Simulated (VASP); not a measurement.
# Ti3Al (Fm-3m) in VASP: notebook

Ti3Al is run at these levels: r2SCAN; tasks: single point.

Program: VASP 6.6.1. These are calculated values, not measurements. Logs are shortened: lines on timing, memory, paths and dates and some standing lists are left out, and cuts for length are marked.

## 1. The cell of the first run

It takes space group Fm-3m (No. 225, cubic). Conventional cell: a = 6.261 Å, b = 6.261 Å, c = 6.261 Å, α = 90.00°, β = 90.00°, γ = 90.00°. Ti (site symmetry -43m) has 4 Al at 2.71 Å and 10 Ti at 2.71 to 3.13 Å within 3.6 Å. Within 3.6 Å of Ti (site symmetry m-3m) lie 8 Ti at 2.71 Å and 6 Al at 3.13 Å. Al (site symmetry m-3m) has 14 Ti at 2.71 to 3.13 Å within 3.6 Å.

## 2. Single point, r2SCAN, collinear spin (15.34 Å³/atom)

File POSCAR:

```
Ti3Al
1.0
    0.0000000000      3.1303891258      3.1303891258
    3.1303891258      0.0000000000      3.1303891258
    3.1303891258      3.1303891258      0.0000000000
Ti Al
3 1
Direct
    0.7500000000      0.7500000000      0.7500000000
    0.2500000000      0.2500000000      0.2500000000
    0.0000000000      0.0000000000      0.0000000000
    0.5000000000      0.5000000000      0.5000000000
```

File INCAR.step1:

```
SYSTEM = Ti3Al
PREC = Accurate
ENCUT = 520
ISMEAR = 0
SIGMA = 0.1
LREAL = .False.
LASPH = .True.
NELM = 150
ISPIN = 2
MAGMOM = 0.3 0.3 1.5 0
LMAXMIX = 4
NBANDS = 32
GGA = PE
ALGO = Normal
EDIFF = 1E-4
LWAVE = .True.
LCHARG = .False.
```

File INCAR.step2:

```
SYSTEM = Ti3Al
PREC = Accurate
ENCUT = 520
EDIFF = 1E-6
ISMEAR = 0
SIGMA = 0.1
LREAL = .False.
LASPH = .True.
NELM = 150
ALGO = Normal
ISIF = 2
LWAVE = .False.
LCHARG = .False.
ISPIN = 2
MAGMOM = 0.3 0.3 1.5 0
LORBIT = 11
LMAXMIX = 4
METAGGA = R2SCAN
LMIXTAU = .True.
NBANDS = 32
ISTART = 1
```

File KPOINTS:

```
Automatic mesh
0
Gamma
  12 12 12
  0 0 0
```

Potentials or basis: VASP PAW PBE potentials, release 64 (Ti_sv, Al).

Command:

```
$ cat potpaw_PBE.64/Ti_sv/POTCAR potpaw_PBE.64/Al/POTCAR > POTCAR
$ cp INCAR.step1 INCAR
$ mpirun -np 1 vasp_std > vasp.out
$ cp INCAR.step2 INCAR
$ mpirun -np 1 vasp_std > vasp.out
```

OUTCAR:

```text
SYSTEM = Ti3Al
   PREC = Accurate
   ENCUT = 520
   EDIFF = 1E-6
   ISMEAR = 0
   LREAL = .False.
   LASPH = .True.
   NELM = 150
   ISIF = 2
   ISPIN = 2
   LORBIT = 11
   METAGGA = R2SCAN
   ISTART = 1

 ion  position               nearest neighbor table
   1  0.750  0.750  0.750-   4 2.71   4 2.71   4 2.71   3 2.71   3 2.71   3 2.71   4 2.71   3 2.71

   2  0.250  0.250  0.250-   3 2.71   3 2.71   3 2.71   4 2.71   4 2.71   4 2.71   4 2.71   3 2.71

   3  0.000  0.000  0.000-   1 2.71   1 2.71   1 2.71   2 2.71   2 2.71   2 2.71   2 2.71   1 2.71
                             4 3.13   4 3.13   4 3.13   4 3.13   4 3.13   4 3.13
   4  0.500  0.500  0.500-   2 2.71   2 2.71   2 2.71   1 2.71   1 2.71   1 2.71   2 2.71   1 2.71
                             3 3.13   3 3.13   3 3.13   3 3.13   3 3.13   3 3.13

  LATTYP: Found a face centered cubic cell.
 ALAT       =     6.2607782516

  Lattice vectors:

 A1 = (   0.0000000000,   3.1303891258,   3.1303891258)
 A2 = (   3.1303891258,   0.0000000000,   3.1303891258)
 A3 = (   3.1303891258,   3.1303891258,   0.0000000000)

Analysis of symmetry for initial positions (statically):
=====================================================================
 Subroutine PRICEL returns:
 Original cell was already a primitive cell.

 Routine SETGRP: Setting up the symmetry group for a
 face centered cubic supercell.

 Subroutine GETGRP returns: Found 48 space group operations
 (whereof 48 operations were pure point group operations)
 out of a pool of 48 trial point group operations.

The static configuration has the point symmetry O_h .

Analysis of symmetry for dynamics (positions and initial velocities):
=====================================================================
 Subroutine PRICEL returns:
 Original cell was already a primitive cell.

 Routine SETGRP: Setting up the symmetry group for a
 face centered cubic supercell.

 Subroutine GETGRP returns: Found 48 space group operations
 (whereof 48 operations were pure point group operations)
 out of a pool of 48 trial point group operations.

The dynamic configuration has the point symmetry O_h .

Analysis of structural, dynamic, and magnetic symmetry:
=====================================================================
 Subroutine PRICEL returns:
 Original cell was already a primitive cell.

 Routine SETGRP: Setting up the symmetry group for a
 face centered cubic supercell.

 Subroutine GETGRP returns: Found 48 space group operations
 (whereof 48 operations were pure point group operations)
 out of a pool of 48 trial point group operations.

The overall configuration has the point symmetry O_h .

[... 132 lines left out ...]
   LRPA    =     F    only Hartree local field effects (RPA)
 spin polarized calculation
 Gauss-broadening in eV      SIGMA  =   0.10
  energy-cutoff  :      520.00
  volume of cell :       61.35
 maximum number of plane-waves:      1676
 NGX is ok and might be reduce to    36
   NGX = 17   NGY = 17   NGZ = 17

 number of electron      38.9999988 magnetization       2.3013864

 Free energy of the ion-electron system (eV)
  ---------------------------------------------------
  ext. energy  EPLUGINS =         0.00000000
  ---------------------------------------------------
  free energy    TOTEN  =       -46.30455608 eV

  energy without entropy =      -46.28799481  energy(sigma->0) =      -46.29627545

 E-fermi :   9.1128     XC(G=0): -12.5628

 val. band max:        9.0931686033   @ k =   0.5000   0.3333   0.1667
 cond. band min:       9.1156643954   @ k =   0.4167   0.1667   0.0833
 fundamental gap:      0.0224957920
 Fermi energy:         9.1128394825

 spin component 1

 k-point     1 :       0.0000    0.0000    0.0000
  band No.  band energies     occupation
      1     -49.9042      1.00000
      2     -49.7016      1.00000
      3     -49.6250      1.00000
      4     -25.2668      1.00000
      5     -25.2668      1.00000
      6     -25.2668      1.00000
[... 805 lines left out ...]
     30      14.1266      0.00000
     31      14.3740      0.00000

 [... further k-points ...]

 spin component 2

 k-point     1 :       0.0000    0.0000    0.0000
  band No.  band energies     occupation
      1     -49.4933      1.00000
      2     -49.4221      1.00000
      3     -48.3313      1.00000
      4     -24.7870      1.00000
      5     -24.7869      1.00000
      6     -24.7869      1.00000
[... 805 lines left out ...]
     30      14.6433      0.00000
     31      14.8014      0.00000

 [... further k-points ...]

 [bands above 31 left out]

------------------------ aborting loop because EDIFF is reached ----------------------------------------

  FORCE on cell =-STRESS in cart. coord.  units (eV):
  Direction    XX          YY          ZZ          XY          YZ          ZX
  --------------------------------------------------------------------------------------
  -------------------------------------------------------------------------------------
  Total        5.0558718      5.0558718      5.0558718      0.0000000     -0.0000000      0.0000000
  in kB      132.0327480    132.0327480    132.0327480      0.0000000     -0.0000000      0.0000000
  external PRESSURE =     132.0327480 kB  Pullay stress =       0.0000000 kB

 VOLUME and BASIS-vectors are now :
 -----------------------------------------------------------------------------
  energy-cutoff  :      520.00
  volume of cell :       61.35
      direct lattice vectors                 reciprocal lattice vectors
     0.000000000  3.130389126  3.130389126    -0.159724552  0.159724552  0.159724552
     3.130389126  0.000000000  3.130389126     0.159724552 -0.159724552  0.159724552
     3.130389126  3.130389126  0.000000000     0.159724552  0.159724552 -0.159724552

 POSITION                                       TOTAL-FORCE (eV/Angst)
 -----------------------------------------------------------------------------------
      4.69558      4.69558      4.69558         0.000000      0.000000      0.000000
      1.56519      1.56519      1.56519        -0.000000     -0.000000     -0.000000
      0.00000      0.00000      0.00000        -0.000000      0.000000     -0.000000
      3.13039      3.13039      3.13039        -0.000000      0.000000     -0.000000
 -----------------------------------------------------------------------------------
    total drift:                                0.000000      0.000000      0.000000

  FREE ENERGIE OF THE ION-ELECTRON SYSTEM (eV)
  ---------------------------------------------------
  free  energy   TOTEN  =       -46.3045560814 eV

  energy  without entropy=      -46.2879948104  energy(sigma->0) =      -46.29627545

 total charge

# of ion       s       p       d       tot
------------------------------------------
    1        2.223   6.167   1.926  10.317
    2        2.223   6.167   1.926  10.317
    3        2.262   6.134   2.016  10.411
    4        0.420   0.478   0.000   0.898
--------------------------------------------------
tot          7.129  18.947   5.867  31.943

 magnetization (x)

# of ion       s       p       d       tot
------------------------------------------
    1        0.008   0.040   0.210   0.258
    2        0.008   0.040   0.210   0.258
    3        0.029   0.051   1.216   1.296
    4       -0.010  -0.024   0.000  -0.034
--------------------------------------------------
tot          0.035   0.106   1.636   1.777
```

OSZICAR.step1:

```text
N       E                     dE             d eps       ncg     rms          rms(c)
DAV:   1     0.476411334170E+03    0.47641E+03   -0.18440E+04  9224   0.144E+03
DAV:   2     0.200070002585E+02   -0.45640E+03   -0.44325E+03  9320   0.455E+02
DAV:   3    -0.269402783377E+02   -0.46947E+02   -0.45701E+02 15784   0.128E+02
DAV:   4    -0.307804281432E+02   -0.38401E+01   -0.38050E+01 12704   0.321E+01
DAV:   5    -0.309705398389E+02   -0.19011E+00   -0.19009E+00 13088   0.611E+00    0.175E+01
DAV:   6    -0.275370687880E+02    0.34335E+01   -0.15460E+01 12656   0.298E+01    0.499E+00
DAV:   7    -0.276625945530E+02   -0.12553E+00   -0.92063E-01 12472   0.706E+00    0.320E+00
DAV:   8    -0.276963486611E+02   -0.33754E-01   -0.21778E-01 12464   0.594E+00    0.262E+00
DAV:   9    -0.276856992352E+02    0.10649E-01   -0.20013E-01 12168   0.541E+00    0.120E+00
DAV:  10    -0.276931568090E+02   -0.74576E-02   -0.45607E-02 10472   0.221E+00    0.396E-01
DAV:  11    -0.276935333058E+02   -0.37650E-03   -0.79542E-03 12744   0.566E-01    0.200E-01
DAV:  12    -0.276937941896E+02   -0.26088E-03   -0.71075E-04 11072   0.183E-01    0.652E-02
DAV:  13    -0.276938406885E+02   -0.46499E-04   -0.19531E-04  9320   0.929E-02
   1 F= -.27693841E+02 E0= -.27681823E+02  d E =-.240355E-01  mag=     1.5709
```

Run time: 12 min. Hardware: 1 thread of Intel Xeon 6975P-C (Granite Rapids), shared host; peak memory 0.38 GiB.

What came out:

```yaml
Free_energy: -46.3046 eV
Pressure: 13.2 GPa
Net_moment: 2.30 μB per cell
Site_moments: Ti +0.26, +1.30 (each value once); Al -0.03 μB
Valence_electrons_inside_the_program's_atomic_spheres: Ti 10.32, 10.41 (each value once); Al 0.90
```

Caveat: the cell stands under pressure; the PAW data sets were made with another functional, which shifts forces and pressure a little.

## 3. Single point, r2SCAN, collinear spin

This run uses another cell than the first one, of 16.88 Å³/atom.

File POSCAR:

```
Ti3Al
1.0
    0.0000000000      3.2317810000      3.2317810000
    3.2317810000      0.0000000000      3.2317810000
    3.2317810000      3.2317810000      0.0000000000
Ti Al
3 1
Direct
    0.7500000000      0.7500000000      0.7500000000
    0.2500000000      0.2500000000      0.2500000000
    0.0000000000      0.0000000000      0.0000000000
    0.5000000000      0.5000000000      0.5000000000
```

File INCAR.step1:

```
  PREC = Accurate
  ENCUT = 520
  ISMEAR = 0
  SIGMA = 0.1
  LREAL = F
  LASPH = T
  NELM = 150
  ISPIN = 2
  MAGMOM = 1 1 1 0
  LMAXMIX = 4
  NBANDS = 32
  GGA = PE
  ALGO = Normal
  EDIFF = 1E-4
  LWAVE = T
  LCHARG = F
```

File INCAR.step2:

```
  PREC = Accurate
  ENCUT = 520
  EDIFF = 1E-6
  ISMEAR = 0
  SIGMA = 0.1
  LREAL = F
  LASPH = T
  NELM = 150
  ALGO = Normal
  ISIF = 2
  LWAVE = F
  LCHARG = T
  ISPIN = 2
  MAGMOM = 1 1 1 0
  LORBIT = 11
  LMAXMIX = 4
  METAGGA = R2SCAN
  LMIXTAU = T
  LELF = T
  LVHAR = T
  NBANDS = 32
  ISTART = 1
```

File KPOINTS:

```
regular mesh
0
Gamma
  6 6 6
```

Potentials or basis: VASP PAW PBE potentials, release 64 (Ti_sv, Al).

Command:

```
$ cat potpaw_PBE.64/Ti_sv/POTCAR potpaw_PBE.64/Al/POTCAR > POTCAR
$ cp INCAR.step1 INCAR
$ mpirun -np 1 vasp_std > vasp.out
$ cp INCAR.step2 INCAR
$ mpirun -np 1 vasp_std > vasp.out
```

Wall time 7.6 min (1 thread of Intel Xeon Platinum 8259CL at 2.50GHz (Skylake/Cascade Lake), shared host); peak memory 0.28 GiB.

It converged, with:

```
Free energy                                           : -46.5509 eV
Pressure                                              : 0.1 GPa
Net moment                                            : 2.51 μB per cell
Site moments                                          : Ti +0.29, +1.34 (each value once); Al -0.04 μB
Valence electrons inside the program's atomic spheres : Ti 10.20, 10.30 (each value once); Al 0.84
```

Levels at points of the mesh, in eV from the Fermi level:
Spin up:
```tsv
k point	band 19	band 20	band 21	band 22	band 23	band 24
(0.00, 0.00, 0.00)	-0.75	-0.75	-0.75	2.19	2.19	2.19
(0.50, 0.00, 0.00)	-0.90	-0.37	-0.37	0.55	0.91	0.91
(0.50, 0.50, 0.00)	-0.70	-0.70	-0.14	0.86	0.86	1.17
```
Spin down:
| k point | band 14 | band 15 | band 16 | band 17 | band 18 | band 19 | band 20 | band 21 | band 22 | band 23 |
| --- | --- | --- | --- | --- | --- | --- | --- | --- | --- | --- |
| (0.00, 0.00, 0.00) | -1.60 | -1.60 | -1.59 | -1.59 | -1.59 | 0.99 | 0.99 | 0.99 | 2.63 | 2.63 |
| (0.50, 0.00, 0.00) | -4.07 | -1.89 | -1.89 | 0.07 | 0.07 | 0.42 | 0.42 | 0.47 | 1.19 | 1.35 |
| (0.50, 0.50, 0.00) | -3.85 | -1.63 | -1.46 | -0.76 | -0.76 | -0.15 | 0.77 | 0.77 | 1.77 | 1.77 |

Caveat: the PAW data sets were made with another functional, which shifts forces and pressure a little.
